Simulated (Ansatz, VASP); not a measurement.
Two plane-wave programs on N

File INCAR:

```
SYSTEM = N
  PREC = Accurate
  ENCUT = 520
  EDIFF = 1E-6
  ISMEAR = 0
  SIGMA = 0.05
  LREAL = .False.
  LASPH = .True.
  NELM = 80
  ALGO = Normal
  ISIF = 2
  LWAVE = .False.
  LCHARG = .False.
  NBANDS = 18
```

The input KPOINTS:

```
regular mesh
0
Gamma
  6 6 6
  0 0 0
```

The input POSCAR:

```
N
1.0
    4.3114102317      0.0000000000      0.0000000000
    0.0000000000      4.3114102317      0.0000000000
    0.0000000000      0.0000000000      4.7969794448
N
4
Direct
    0.9042752000      0.9042752000      0.0000000000
    0.5957248000      0.4042752000      0.5000000000
    0.0957248000      0.0957248000      0.0000000000
    0.4042752000      0.5957248000      0.5000000000
```

Input for Ansatz:

```yaml
crystal:
  lattice:
    - [4.3114102317, 0.0, 0.0]
    - [0.0, 4.3114102317, 0.0]
    - [0.0, 0.0, 4.7969794448]
  atoms:
    - { symbol: "N", position: [0.9042752, 0.9042752, 0.0] }
    - { symbol: "N", position: [0.5957248, 0.4042752, 0.5] }
    - { symbol: "N", position: [0.0957248, 0.0957248, 0.0] }
    - { symbol: "N", position: [0.4042752, 0.5957248, 0.5] }
basis:
  ecutwfc: 420
kpoints:
  mp_grid: { grid: [6, 6, 6] }
hamiltonian:
  xc: lda
scf:
  occupations: { method: gaussian, width: 0.05 }
output:
  forces: true
  stress: true
  eigenvalues: true
```

Alike in both runs: task single point; functional LDA; k mesh 6 × 6 × 6; occupations gaussian, width 0.05 eV; no spin polarisation.

|  | VASP | Ansatz |
| --- | --- | --- |
| version | VASP 6.6.1 | Ansatz 0.2.0 |
| potentials or method | VASP PAW LDA potentials, release 64 (N), cutoff 520 eV | scalar-relativistic, plane waves, PAW |
| valence electrons in the cell | 20 | 20 |

|  | VASP | Ansatz | Ansatz less VASP |
| --- | --- | --- | --- |
| gap on the k mesh at the Fermi level (eV) | 6.04 | 6.08 | +0.049 |
| least direct gap on the mesh (eV) | 6.04 | 6.09 | +0.049 |
| pressure (GPa) | -11.4 | -12.2 | -0.83 |
| traceless stress, the component that is largest in VASP (GPa) | 10.78 | 11.73 | +0.947 |
| rms of the force components (eV/Å) | 4.417 | 4.805 | +0.3887 |

LDA's correlation is that of Perdew and Zunger in VASP and of Perdew and Wang (1992) in Ansatz. Atom by atom the forces differ by 0.389 eV/Å (rms over components).

Noted on VASP's run: the standard files for N, O and F lose accuracy on very short bonds.
